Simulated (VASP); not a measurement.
# MoS2 (Fm-3m) in VASP: a series of runs, part 2 of 2

VASP 6.6.1.

### Step 4. Single point, LDA+U, collinear spin

The input, INCAR:

```
  PREC = Accurate
  ENCUT = 500
  EDIFF = 1E-6
  ISMEAR = 0
  SIGMA = 0.05
  LREAL = False
  LASPH = True
  NELM = 200
  ALGO = Normal
  ISIF = 2
  LWAVE = False
  LCHARG = False
  ISPIN = 2
  MAGMOM = 0.5 0 0
  LORBIT = 11
  NUPDOWN = 0.5
  LMAXMIX = 4
  LDAU = True
  LDAUTYPE = 1
  LDAUL = 2 -1
  LDAUU = 3 0
  LDAUJ = 0.7 0
  LDAUPRINT = 1
  NBANDS = 24
  GGA_COMPAT = False
```

The input, KPOINTS:

```
regular mesh
0
Gamma
  6 6 6
```

The input, POSCAR:

```
MoS2
1.0
    0.0000000000      2.9959514200      2.9959514200
    2.9959514200      0.0000000000      2.9959514200
    2.9959514200      2.9959514200      0.0000000000
Mo S
1 2
Direct
    0.0000000000      0.0000000000      0.0000000000
    0.2500000000      0.2500000000      0.2500000000
    0.7500000000      0.7500000000      0.7500000000
```

Potentials or basis: VASP PAW LDA potentials, release 64 (Mo_sv, S).

Command:

```sh
> cat potpaw_LDA.64/Mo_sv/POTCAR potpaw_LDA.64/S/POTCAR > POTCAR
> mpirun -np 1 vasp_std > vasp.out
```

OUTCAR:

```text
PREC = Accurate
   ENCUT = 500
   EDIFF = 1E-6
   ISMEAR = 0
   LREAL = False
   LASPH = True
   NELM = 200
   ISIF = 2
   ISPIN = 2
   LORBIT = 11
   NUPDOWN = 0.5

 ion  position               nearest neighbor table
   1  0.000  0.000  0.000-   3 2.59   3 2.59   3 2.59   2 2.59   2 2.59   2 2.59   3 2.59   2 2.59

   2  0.250  0.250  0.250-   1 2.59   1 2.59   1 2.59   1 2.59
   3  0.750  0.750  0.750-   1 2.59   1 2.59   1 2.59   1 2.59

  LATTYP: Found a face centered cubic cell.
 ALAT       =     5.9919028400

  Lattice vectors:

 A1 = (   0.0000000000,   2.9959514200,   2.9959514200)
 A2 = (   2.9959514200,   0.0000000000,   2.9959514200)
 A3 = (   2.9959514200,   2.9959514200,   0.0000000000)

Analysis of symmetry for initial positions (statically):
=====================================================================
 Subroutine PRICEL returns:
 Original cell was already a primitive cell.

 Routine SETGRP: Setting up the symmetry group for a
 face centered cubic supercell.

 Subroutine GETGRP returns: Found 48 space group operations
 (whereof 48 operations were pure point group operations)
 out of a pool of 48 trial point group operations.

The static configuration has the point symmetry O_h .

Analysis of symmetry for dynamics (positions and initial velocities):
=====================================================================
 Subroutine PRICEL returns:
 Original cell was already a primitive cell.

 Routine SETGRP: Setting up the symmetry group for a
 face centered cubic supercell.

 Subroutine GETGRP returns: Found 48 space group operations
 (whereof 48 operations were pure point group operations)
 out of a pool of 48 trial point group operations.

[... 183 lines left out ...]

 Free energy of the ion-electron system (eV)
  ---------------------------------------------------
  ext. energy  EPLUGINS =         0.00000000
  ---------------------------------------------------
  free energy    TOTEN  =       -19.49616804 eV

  energy without entropy =      -19.49231805  energy(sigma->0) =      -19.49424305

 E-fermi :   7.6357     XC(G=0): -11.2099

 val. band max:        7.6214921730   @ k =  -0.3333   0.5000   0.1667
 cond. band min:       7.1848313006   @ k =  -0.3333   0.5000   0.1667
 fundamental gap:     -0.4366608724
 Fermi energy:         7.1655970073

 spin component 1

 k-point     1 :       0.0000    0.0000    0.0000
  band No.  band energies     occupation
      1     -53.7936      1.00000
      2     -28.0398      1.00000
      3     -28.0398      1.00000
      4     -28.0398      1.00000
      5      -7.4090      1.00000
      6      -3.2590      1.00000
[... 421 lines left out ...]
     23      19.0948      0.00000
     24      20.8887      0.00000
 Fermi energy:         7.6357270056

 spin component 2

 k-point     1 :       0.0000    0.0000    0.0000
  band No.  band energies     occupation
      1     -53.4879      1.00000
      2     -27.7152      1.00000
      3     -27.7152      1.00000
      4     -27.7152      1.00000
      5      -7.4124      1.00000
      6      -3.2904      1.00000
[... 421 lines left out ...]
     23      19.1265      0.00000
     24      21.0149      0.00000

------------------------ aborting loop because EDIFF is reached ----------------------------------------

  FORCE on cell =-STRESS in cart. coord.  units (eV):
  Direction    XX          YY          ZZ          XY          YZ          ZX
  --------------------------------------------------------------------------------------
  -------------------------------------------------------------------------------------
  Total       -4.2313229     -4.2313229     -4.2313229      0.0000000      0.0000000      0.0000000
  in kB     -126.0527883   -126.0527883   -126.0527883      0.0000000      0.0000000      0.0000000
  external PRESSURE =    -126.0527883 kB  Pullay stress =       0.0000000 kB

 VOLUME and BASIS-vectors are now :
 -----------------------------------------------------------------------------
  energy-cutoff  :      500.00
  volume of cell :       53.78
      direct lattice vectors                 reciprocal lattice vectors
     0.000000000  2.995951420  2.995951420    -0.166891892  0.166891892  0.166891892
     2.995951420  0.000000000  2.995951420     0.166891892 -0.166891892  0.166891892
     2.995951420  2.995951420  0.000000000     0.166891892  0.166891892 -0.166891892

 POSITION                                       TOTAL-FORCE (eV/Angst)
 -----------------------------------------------------------------------------------
      0.00000      0.00000      0.00000         0.000000      0.000000      0.000000
      1.49798      1.49798      1.49798        -0.000000     -0.000000     -0.000000
      4.49393      4.49393      4.49393         0.000000      0.000000      0.000000
 -----------------------------------------------------------------------------------
    total drift:                                0.000000     -0.000000      0.000000

  FREE ENERGIE OF THE ION-ELECTRON SYSTEM (eV)
  ---------------------------------------------------
  free  energy   TOTEN  =       -19.4961680441 eV

  energy  without entropy=      -19.4923180544  energy(sigma->0) =      -19.49424305

 total charge

# of ion       s       p       d       tot
------------------------------------------
    1        2.262   6.132   3.741  12.134
    2        1.358   2.286   0.000   3.645
    3        1.358   2.286   0.000   3.645
--------------------------------------------------
tot          4.979  10.704   3.741  19.424

 magnetization (x)

# of ion       s       p       d       tot
------------------------------------------
    1        0.005   0.005   0.510   0.519
    2       -0.002  -0.026   0.000  -0.028
    3       -0.002  -0.026   0.000  -0.028
--------------------------------------------------
tot          0.002  -0.048   0.510   0.463
```

OSZICAR:

```text
N       E                     dE             d eps       ncg     rms          rms(c)
DAV:   1     0.176161813579E+03    0.17616E+03   -0.12281E+04  1536   0.971E+02
DAV:   2    -0.142933979140E+02   -0.19046E+03   -0.18343E+03  1848   0.276E+02
DAV:   3    -0.212985524105E+02   -0.70052E+01   -0.69554E+01  1864   0.497E+01
DAV:   4    -0.213597788013E+02   -0.61226E-01   -0.61211E-01  1800   0.511E+00
DAV:   5    -0.213606366200E+02   -0.85782E-03   -0.85779E-03  1856   0.603E-01    0.172E+01
DAV:   6    -0.204428939350E+02    0.91774E+00   -0.20873E+01  1568   0.197E+01    0.944E+00
DAV:   7    -0.195739111291E+02    0.86898E+00   -0.86357E+00  1552   0.126E+01    0.566E+00
DAV:   8    -0.194990725829E+02    0.74839E-01   -0.44148E-01  1736   0.326E+00    0.161E+00
DAV:   9    -0.194976931730E+02    0.13794E-02   -0.72655E-03  1880   0.532E-01    0.579E-01
DAV:  10    -0.194963019408E+02    0.13912E-02   -0.39841E-03  1744   0.316E-01    0.201E-01
DAV:  11    -0.194961643008E+02    0.13764E-03   -0.10515E-03  1864   0.168E-01    0.766E-02
DAV:  12    -0.194961672347E+02   -0.29338E-05   -0.42748E-05  1784   0.375E-02    0.309E-02
DAV:  13    -0.194961681035E+02   -0.86884E-06   -0.19067E-05  1800   0.193E-02    0.954E-03
DAV:  14    -0.194961680441E+02    0.59434E-07   -0.40260E-06  1632   0.947E-03
   1 F= -.19496168E+02 E0= -.19494243E+02  d E =-.384999E-02  mag=     0.5000
```

stdout:

```text
POSCAR found type information on POSCAR MoS
 POSCAR found :  2 types and       3 ions
 scaLAPACK will be used
 LDA part: xc-table for (Slater(with rela. corr.)+CA(PZ))
 , standard interpolation
 POSCAR, INCAR and KPOINTS ok, starting setup
 FFT: planning ... GRIDC
 FFT: planning ... GRID_SOFT
 FFT: planning ... GRID
 WAVECAR not read
 entering main loop
```

It took 56 s on 1 thread of Intel Xeon 8259CL, shared host; peak memory 0.17 GiB.

Results:

```yaml
Free_energy: -19.4962 eV
Pressure: -12.6 GPa
Net_moment: 0.50 μB per cell
Site_moments: Mo +0.52; S -0.03 μB
Valence_electrons_inside_the_program's_atomic_spheres: Mo 12.13; S 3.65
```

Eigenvalues of the final occupation matrices:
```csv
site,spin,trace,eigenvalues
site 1 d,1,2.15,0.34 0.34 0.34 0.56 0.56
site 1 d,2,1.64,0.32 0.32 0.33 0.33 0.33
```

Caveat: the cell stands under tension; the total moment is fixed, so each spin has its own Fermi level.

### Step 5. Single point, LDA+U, collinear spin

The input, INCAR:

```
SYSTEM = MoS2
ALGO = Normal
EDIFF = 1E-6
ENCUT = 500
GGA = CA
GGA_COMPAT = .FALSE.
ISIF = 2
ISMEAR = 0
ISPIN = 2
LASPH = .TRUE.
LCHARG = .FALSE.
LDAU = .TRUE.
LDAUJ = 0.7 0
LDAUL = 2 -1
LDAUPRINT = 1
LDAUTYPE = 1
LDAUU = 3 0
LMAXMIX = 4
LORBIT = 11
LREAL = .FALSE.
LWAVE = .FALSE.
MAGMOM = 1.35 -0.08 -0.08
NBANDS = 24
NELM = 200
NUPDOWN = 1.5
PREC = Accurate
SIGMA = 0.05
```

The input, KPOINTS:

```
k-points
0
G
  6 6 6
  0 0 0
```

POSCAR is that of step 4.

Command:

```sh
> cat potpaw_LDA.64/Mo_sv/POTCAR potpaw_LDA.64/S/POTCAR > POTCAR
> mpirun -np 1 vasp_std > vasp.out
```

Run time: 59 s. Hardware: 1 thread of Intel Xeon 8259CL, shared host; peak memory 0.17 GiB.

The run converged. Its results:

```
Free energy                                           : -19.9568 eV
Pressure                                              : -8.9 GPa
Net moment                                            : 1.50 μB per cell
Site moments                                          : Mo +1.45; S -0.06 μB
Valence electrons inside the program's atomic spheres : Mo 12.13; S 3.67
```

Eigenvalues of the final occupation matrices:
```csv
site,spin,trace,eigenvalues
site 1 d,1,2.59,0.35 0.35 0.35 0.77 0.77
site 1 d,2,1.18,0.12 0.12 0.31 0.31 0.31
```

Caveat: the cell stands under tension; the total moment is fixed, so each spin has its own Fermi level.

### Step 6. Overview

| fixed moment (μB) | pressure (GPa) | moment (μB) |
| --- | --- | --- |
| - | -7.6 | 1.87 |
| 0.5 | -12.6 | 0.50 |
| 1.5 | -8.9 | 1.50 |

Alike in all rows: task single point; level LDA+U; potentials or basis VASP PAW LDA potentials, release 64 (Mo_sv, S); spin collinear; Mo d U = 3.0 eV, J = 0.7 eV; cell as given; k mesh 6 × 6 × 6; cutoff (eV) 500; smearing gaussian 0.05 eV.

Caveats: the cell stands under tension; the total moment is fixed, so each spin has its own Fermi level (at least some runs).

Absolute energies hang on the potentials; compare differences alone.
